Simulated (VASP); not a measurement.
# Ta (P6_3/mmc) in VASP: a series of runs

The runs below take Ta through single point, with PBEsol.

All numbers are computed with VASP 6.6.1; they aren't measurements. Logs are shortened: lines on timing, memory, paths and dates and some standing lists are left out, and cuts for length are marked.

### 1 The cell of the first run

It takes space group P6_3/mmc (No. 194, hexagonal). The conventional cell has a = 2.900 Å, b = 2.900 Å, c = 5.166 Å, α = 90.00°, β = 90.00°, γ = 120.00°. Ta (site symmetry -6m2) has 12 Ta at 2.90 to 3.08 Å within 3.8 Å.

### 2 Single point, PBEsol

INCAR reads:

```
SYSTEM = Ta
ALGO = Normal
EDIFF = 1E-6
ENCUT = 520
GGA = PS
ISIF = 2
ISMEAR = 0
LASPH = .TRUE.
LCHARG = .FALSE.
LREAL = .FALSE.
LWAVE = .FALSE.
NBANDS = 18
NELM = 60
PREC = Accurate
SIGMA = 0.1
```

KPOINTS reads:

```
k-points
0
G
  6 6 4
  0 0 0
```

POSCAR reads:

```
Ta
1.0
    2.9003720726      0.0000000000      0.0000000000
   -1.4501860363      2.5117958953      0.0000000000
    0.0000000000      0.0000000000      5.1662740000
Ta
2
Direct
    0.6666666700      0.3333333300      0.7500000000
    0.3333333300      0.6666666700      0.2500000000
```

Potentials or basis: VASP PAW PBE potentials, release 64 (Ta_pv).

Started as:

```
$ cat potpaw_PBE.64/Ta_pv/POTCAR > POTCAR
$ mpirun -np 1 vasp_std > vasp.out
```

OUTCAR:

```text
SYSTEM = Ta
   EDIFF = 1E-6
   ENCUT = 520
   GGA = PS
   ISIF = 2
   ISMEAR = 0
   LASPH = .TRUE.
   LREAL = .FALSE.
   NELM = 60
   PREC = Accurate

 ion  position               nearest neighbor table
   1  0.667  0.333  0.750-   2 3.08   2 3.08   2 3.08   2 3.08   2 3.08   2 3.08
   2  0.333  0.667  0.250-   1 3.08   1 3.08   1 3.08   1 3.08   1 3.08   1 3.08

  LATTYP: Found a hexagonal cell.
 ALAT       =     2.9003720726
 C/A-ratio  =     1.7812452577

  Lattice vectors:

 A1 = (   2.9003720726,   0.0000000000,   0.0000000000)
 A2 = (  -1.4501860363,   2.5117958953,   0.0000000000)
 A3 = (   0.0000000000,   0.0000000000,   5.1662740000)

Analysis of symmetry for initial positions (statically):
=====================================================================
 Subroutine PRICEL returns:
 Original cell was already a primitive cell.

 Routine SETGRP: Setting up the symmetry group for a
 hexagonal supercell.

 Subroutine GETGRP returns: Found 24 space group operations
 (whereof 12 operations were pure point group operations)
 out of a pool of 24 trial point group operations.

The static configuration has the point symmetry D_3d.
 The point group associated with its full space group is D_6h.

Analysis of symmetry for dynamics (positions and initial velocities):
=====================================================================
 Subroutine PRICEL returns:
 Original cell was already a primitive cell.

 Routine SETGRP: Setting up the symmetry group for a
 hexagonal supercell.

 Subroutine GETGRP returns: Found 24 space group operations
 (whereof 12 operations were pure point group operations)
 out of a pool of 24 trial point group operations.

The dynamic configuration has the point symmetry D_3d.
 The point group associated with its full space group is D_6h.

 Subroutine INISYM returns: Found 24 space group operations
 (whereof 12 operations are pure point group operations),
 and found     1 'primitive' translations

----------------------------------------------------------------------------------------

                                     Primitive cell

  volume of cell :      37.6370

  direct lattice vectors                    reciprocal lattice vectors
     2.900372073  0.000000000  0.000000000     0.344783350  0.199060760  0.000000000
    -1.450186036  2.511795895  0.000000000     0.000000000  0.398121520  0.000000000
     0.000000000  0.000000000  5.166274000     0.000000000  0.000000000  0.193563098

  length of vectors
     2.900372073  2.900372073  5.166274000     0.398121520  0.398121520  0.193563098

  position of ions in fractional coordinates (direct lattice)
     0.666666670  0.333333330  0.750000000
     0.333333330  0.666666670  0.250000000

  ion indices of the primitive-cell ions
   primitive index   ion index
                 1           1
                 2           2

----------------------------------------------------------------------------------------

 KPOINTS: k-points

Automatic generation of k-mesh.
 Grid dimensions read from file:
 generate k-points for:    6    6    4

 Generating k-lattice:

  Cartesian coordinates                     Fractional coordinates (reciprocal lattice)
     0.057463892  0.033176793  0.000000000     0.166666667  0.000000000  0.000000000
     0.000000000  0.066353587  0.000000000     0.000000000  0.166666667  0.000000000
     0.000000000  0.000000000  0.048390774     0.000000000  0.000000000  0.250000000

  Length of vectors
     0.066353587  0.066353587  0.048390774

  Shift w.r.t. Gamma in fractional coordinates (k-lattice)
     0.000000000  0.000000000  0.000000000

 Subroutine IBZKPT returns following result:
 ===========================================

 Found     21 irreducible k-points:

 Following reciprocal coordinates:
            Coordinates               Weight
  0.000000  0.000000  0.000000      1.000000
  0.166667  0.000000  0.000000      6.000000
  0.333333  0.000000  0.000000      6.000000
  0.500000  0.000000  0.000000      3.000000
  0.166667  0.166667  0.000000      6.000000
  0.333333  0.166667  0.000000     12.000000
[... 13 lines left out ...]
  0.333333  0.166667  0.500000     12.000000
  0.333333  0.333333  0.500000      2.000000
   k-points           NKPTS =     21   k-points in BZ     NKDIM =     21   number of bands    NBANDS=     18
   number of dos      NEDOS =    301   number of ions     NIONS =      2
   total plane-waves  NPLWV =  23040
   dimension x,y,z NGX =    24 NGY =   24 NGZ =   40
   dimension x,y,z NGXF=    48 NGYF=   48 NGZF=   80
   ions per type =               2
   NGX,Y,Z   is equivalent  to a cutoff of  13.76, 13.76, 12.87 a.u.
   NGXF,Y,Z  is equivalent  to a cutoff of  27.51, 27.51, 25.74 a.u.
 SYSTEM =  Ta
   PREC   = accura    normal or accurate (medium, high low for compatibility)
   ISTART =      0    job   : 0-new  1-cont  2-samecut
   ICHARG =      2    charge: 1-file 2-atom 10-const
   ISPIN  =      1    spin polarized calculation?
   LNONCOLLINEAR =      F non collinear calculations
   LSORBIT =      F    spin-orbit coupling
   LASPH  =      T    aspherical Exc in radial PAW
   ENCUT  =  520.0 eV  38.22 Ry    6.18 a.u.   5.39  5.39  9.61*2*pi/ulx,y,z
   NELM   =     60;   NELMIN=  2; NELMDL= -5     # of ELM steps
   EDIFF  = 0.1E-05   stopping-criterion for ELM
   LREAL  =      F    real-space projection
   EDIFFG = 0.1E-04   stopping-criterion for IOM
   NSW    =      0    number of steps for IOM
   IBRION =     -1    ionic relax: 0-MD 1-quasi-New 2-CG
   NFREE  =      0    steps in history (QN), initial steepest desc. (CG)
   ISIF   =      2    stress and relaxation
   ISYM   =      2    0-nonsym 1-usesym 2-fastsym
   POTIM  = 0.5000    time-step for ionic-motion
   TEBEG  =    0.0;   TEEND  =   0.0 temperature during run
   PSTRESS=    0.0 pullay stress
   NELECT =      22.0000    total number of electrons
   NUPDOWN=      -1.0000    fix difference up-down
   EMIN   =  10.00;   EMAX   =-10.00  energy-range for DOS
   EFERMI =   0.00;   METHOD = LEGACY
   ISMEAR =     0;   SIGMA  =   0.10  broadening in eV -4-tet -1-fermi 0-gaus
   EFERMI_NEDOS =   21; number of points for ismear=-14 and -15
   IALGO  =     38    algorithm
   IMIX   =      4    mixing-type and parameters
     AMIX     =   0.40;   BMIX     =  1.00
     AMIX_MAG =   1.60;   BMIX_MAG =  1.00
  volume/ion in A,a.u.               =      18.82       126.99
  Fermi-wavevector in a.u.,A,eV,Ry     =   1.368812  2.586680 25.492516  1.873647
  Thomas-Fermi vector in A             =   2.494743
   LORBIT       =      0    0 simple, 1 ext, 2 COOP (PROOUT), +10 PAW based schemes
   GGA     = PS    functional components
   LHFCALC =     F    Hartree Fock is set to
   AEXX    =    0.0000 exact exchange contribution
   IVDW    =     0    specifies the selected vdW correction
   LEPSILON=     F    determine dielectric tensor
   LRPA    =     F    only Hartree local field effects (RPA)
 non-spin polarized calculation
 Gauss-broadening in eV      SIGMA  =   0.10
  energy-cutoff  :      520.00
  volume of cell :       37.64
 maximum number of plane-waves:      1039
 NGX is ok and might be reduce to    24
   NGX = 11   NGY = 11   NGZ = 19

 number of electron      22.0000003 magnetization

 Free energy of the ion-electron system (eV)
  ---------------------------------------------------
  ext. energy  EPLUGINS =         0.00000000
  ---------------------------------------------------
  free energy    TOTEN  =       -24.43941861 eV

  energy without entropy =      -24.42142358  energy(sigma->0) =      -24.43042109

 E-fermi :   5.3516     XC(G=0): -12.4919

 val. band max:        5.3422005172   @ k =   0.3333   0.0000   0.0000
 cond. band min:       5.3793787042   @ k =   0.3333   0.0000   0.2500
 fundamental gap:      0.0371781870
 Fermi energy:         5.3515601143

 k-point     1 :       0.0000    0.0000    0.0000
  band No.  band energies     occupation
      1     -29.1123      2.00000
      2     -28.2984      2.00000
      3     -28.1865      2.00000
      4     -28.1865      2.00000
      5     -28.1044      2.00000
      6     -28.1044      2.00000
[... 10 lines left out ...]
     17      10.5132      0.00000
     18      10.5132      0.00000

 k-point     2 :       0.1667    0.0000    0.0000
  band No.  band energies     occupation
      1     -29.0276      2.00000
      2     -28.4519      2.00000
      3     -28.3721      2.00000
      4     -28.3099      2.00000
      5     -28.2577      2.00000
      6     -28.1544      2.00000
[... 10 lines left out ...]
     17      10.7989      0.00000
     18      12.2228      0.00000

 k-point     3 :       0.3333    0.0000    0.0000
  band No.  band energies     occupation
      1     -28.9655      2.00000
      2     -28.8678      2.00000
      3     -28.8278      2.00000
      4     -28.3926      2.00000
      5     -28.3615      2.00000
      6     -28.2576      2.00000
[... 10 lines left out ...]
     17      10.9328      0.00000
     18      13.1001      0.00000

 k-point     4 :       0.5000    0.0000    0.0000
  band No.  band energies     occupation
      1     -29.2124      2.00000
      2     -29.1005      2.00000
      3     -28.6868      2.00000
      4     -28.4575      2.00000
      5     -28.4276      2.00000
      6     -28.3097      2.00000
[... 312 lines left out ...]
      4     -28.5195      2.00000
      5     -28.3376      2.00000
      6     -28.3376      2.00000
[... 10 lines left out ...]
     17      10.3737      0.00000
     18      10.3737      0.00000

 k-point    20 :       0.3333    0.1667    0.5000
  band No.  band energies     occupation
      1     -29.0927      2.00000
      2     -29.0927      2.00000
      3     -28.5843      2.00000
      4     -28.5843      2.00000
      5     -28.4295      2.00000
      6     -28.4295      2.00000
[... 10 lines left out ...]
     17      12.8084      0.00000
     18      12.8084      0.00000

 k-point    21 :       0.3333    0.3333    0.5000
  band No.  band energies     occupation
      1     -28.9591      2.00000
      2     -28.9591      2.00000
      3     -28.8568      2.00000
      4     -28.8568      2.00000
      5     -28.4318      2.00000
      6     -28.4318      2.00000
[... 10 lines left out ...]
     17      14.7545      0.00000
     18      14.7705      0.00000

------------------------ aborting loop because EDIFF is reached ----------------------------------------

  FORCE on cell =-STRESS in cart. coord.  units (eV):
  Direction    XX          YY          ZZ          XY          YZ          ZX
  --------------------------------------------------------------------------------------
  -------------------------------------------------------------------------------------
  Total       -1.8285177     -1.8285177     -1.7262775      0.0000000      0.0000000     -0.0000000
  in kB      -77.8384643    -77.8384643    -73.4861839      0.0000000      0.0000000     -0.0000000
  external PRESSURE =     -76.3877042 kB  Pullay stress =       0.0000000 kB

 VOLUME and BASIS-vectors are now :
 -----------------------------------------------------------------------------
  energy-cutoff  :      520.00
  volume of cell :       37.64
      direct lattice vectors                 reciprocal lattice vectors
     2.900372073  0.000000000  0.000000000     0.344783350  0.199060760  0.000000000
    -1.450186036  2.511795895  0.000000000     0.000000000  0.398121520  0.000000000
     0.000000000  0.000000000  5.166274000     0.000000000  0.000000000  0.193563098

 POSITION                                       TOTAL-FORCE (eV/Angst)
 -----------------------------------------------------------------------------------
      1.45019      0.83727      3.87471        -0.000000     -0.000000      0.000000
     -0.00000      1.67453      1.29157         0.000000      0.000000      0.000000
 -----------------------------------------------------------------------------------
    total drift:                               -0.000001      0.000001     -0.000000

  FREE ENERGIE OF THE ION-ELECTRON SYSTEM (eV)
  ---------------------------------------------------
  free  energy   TOTEN  =       -24.4394186089 eV

  energy  without entropy=      -24.4214235785  energy(sigma->0) =      -24.43042109
```

Run time: 7.4 s. Hardware: 1 thread of Intel Xeon Platinum 8488C (Sapphire Rapids), shared host; peak memory 0.16 GiB.

What came out:

- Free energy: -24.4394 eV
- Pressure: -7.6 GPa
- Band gap on the k mesh: zero (band 11 reaches 6.89 eV, above the bottom of band 12 at 4.68 eV)

Stress tensor (GPa, compression positive):
```
-7.78  0.00  0.00
 0.00 -7.78  0.00
 0.00  0.00 -7.35
```

Levels at points of the mesh, in eV from the Fermi level:
```tsv
k point	band 8	band 9	band 10	band 11	band 12	band 13	band 14	band 15
(0.00, 0.00, 0.00)	-4.87	-0.51	-0.05	0.63	0.63	1.20	1.20	3.01
(0.50, 0.00, 0.00)	-3.78	-3.27	-0.41	-0.32	0.54	0.90	5.56	6.46
(0.00, 0.00, 0.50)	-6.31	-1.12	-1.12	0.69	0.69	0.69	0.69	4.44
(0.50, 0.00, 0.50)	-4.27	-2.24	-2.24	1.53	1.53	2.63	2.63	5.56
```

Caveat: the k points lie up to 0.42 Å⁻¹ apart; the PAW data sets were made with another functional, which shifts forces and pressure a little; spin-orbit coupling is left out, which moves the levels of the heavy elements.

### 3 Single point, PBEsol

INCAR is that of step 2.

KPOINTS reads:

```
k-points
0
G
  9 9 4
  0 0 0
```

POSCAR is that of step 2.

Potentials or basis: VASP PAW PBE potentials, release 64 (Ta_pv).

Started as:

```
$ cat potpaw_PBE.64/Ta_pv/POTCAR > POTCAR
$ mpirun -np 1 vasp_std > vasp.out
```

It took 12 s on 1 thread of Intel Xeon Platinum 8488C (Sapphire Rapids), shared host; peak memory 0.16 GiB.

It converged, with:

| Property | Result |
| --- | --- |
| Free energy | -24.4895 eV |
| Pressure | -7.0 GPa |
| Band gap on the k mesh | zero (band 11 reaches 6.73 eV, above the bottom of band 12 at 4.76 eV) |

Stress tensor (GPa, compression positive):
```
-7.77  0.00  0.00
 0.00 -7.77  0.00
 0.00  0.00 -5.59
```

Levels at points of the mesh, in eV from the Fermi level:
| k point | band 9 | band 10 | band 11 | band 12 | band 13 | band 14 |
| --- | --- | --- | --- | --- | --- | --- |
| (0.00, 0.00, 0.00) | -0.54 | -0.08 | 0.60 | 0.60 | 1.16 | 1.16 |
| (0.00, 0.00, 0.50) | -1.14 | -1.14 | 0.65 | 0.65 | 0.65 | 0.65 |

Caveat: the PAW data sets were made with another functional, which shifts forces and pressure a little; spin-orbit coupling is left out, which moves the levels of the heavy elements.

### 4 Single point, PBEsol

This run uses another cell than the first one, of 18.12 Å³/atom, 0.963 times its volume.

INCAR reads:

```
SYSTEM = Ta
PREC = Accurate
ENCUT = 520
EDIFF = 1E-6
ISMEAR = 0
SIGMA = 0.15
LREAL = .FALSE.
LASPH = .TRUE.
NELM = 80
ALGO = Fast
ISIF = 2
LWAVE = .FALSE.
LCHARG = .TRUE.
GGA = PS
LELF = .TRUE.
LVHAR = .TRUE.
NBANDS = 18
```

KPOINTS reads:

```
Automatic mesh
0
G
  12 12 8
  0 0 0
```

POSCAR reads:

```
Ta
1.0
    2.8669354474      0.0000000000      0.0000000000
   -1.4334677237      2.4828389284      0.0000000000
    0.0000000000      0.0000000000      5.0914149238
Ta
2
Direct
    0.6666666667      0.3333333333      0.7500000000
    0.3333333333      0.6666666667      0.2500000000
```

Started as:

```
$ cat potpaw_PBE.64/Ta_pv/POTCAR > POTCAR
$ mpirun -np 1 vasp_std > vasp.out
```

It took 22 s on 1 thread of Intel Xeon 6975P-C (Granite Rapids), shared host; peak memory 0.19 GiB.

The run converged. Its results:

```
Free energy            : -24.5297 eV
Pressure               : -0.1 GPa
Band gap on the k mesh : zero (band 11 reaches 7.33 eV, above the bottom of band 12 at 4.94 eV)
```

Stress tensor (GPa, compression positive):
```
-0.39  0.00  0.00
 0.00 -0.39  0.00
 0.00  0.00  0.46
```

Levels at points of the mesh, in eV from the Fermi level:
| k point | band 8 | band 9 | band 10 | band 11 | band 12 | band 13 | band 14 | band 15 |
| --- | --- | --- | --- | --- | --- | --- | --- | --- |
| (0.00, 0.00, 0.00) | -5.03 | -0.59 | 0.02 | 0.58 | 0.58 | 1.18 | 1.18 | 3.03 |
| (0.50, 0.00, 0.00) | -4.01 | -3.51 | -0.40 | -0.38 | 0.53 | 0.82 | 5.78 | 6.70 |
| (0.00, 0.00, 0.50) | -6.44 | -1.21 | -1.21 | 0.63 | 0.63 | 0.63 | 0.63 | 4.57 |
| (0.50, 0.00, 0.50) | -4.50 | -2.42 | -2.42 | 1.62 | 1.62 | 2.65 | 2.65 | 5.79 |

Caveat: the PAW data sets were made with another functional, which shifts forces and pressure a little; spin-orbit coupling is left out, which moves the levels of the heavy elements.

### 5 The runs side by side

```csv
cell,k mesh,smearing,gap on the mesh (eV),pressure (GPa)
"a = 2.900, b = 2.900, c = 5.166 Å, angles 90.0, 90.0, 120.0°, 2 atoms",6 × 6 × 4,gaussian 0.1 eV,none,-7.6
"a = 2.900, b = 2.900, c = 5.166 Å, angles 90.0, 90.0, 120.0°, 2 atoms",9 × 9 × 4,gaussian 0.1 eV,none,-7.0
"a = 2.867, b = 2.867, c = 5.091 Å, angles 90.0, 90.0, 120.0°, 2 atoms",12 × 12 × 8,gaussian 0.15 eV,none,-0.1
```

Alike in all rows: task single point; level PBEsol; potentials or basis VASP PAW PBE potentials, release 64 (Ta_pv); no spin polarisation; cutoff (eV) 520.

Caveats: some runs use coarse meshes; the PAW data sets were made with another functional, which shifts forces and pressure a little; spin-orbit coupling is left out, which moves the levels of the heavy elements.

Absolute energies hang on the potentials; compare differences alone.
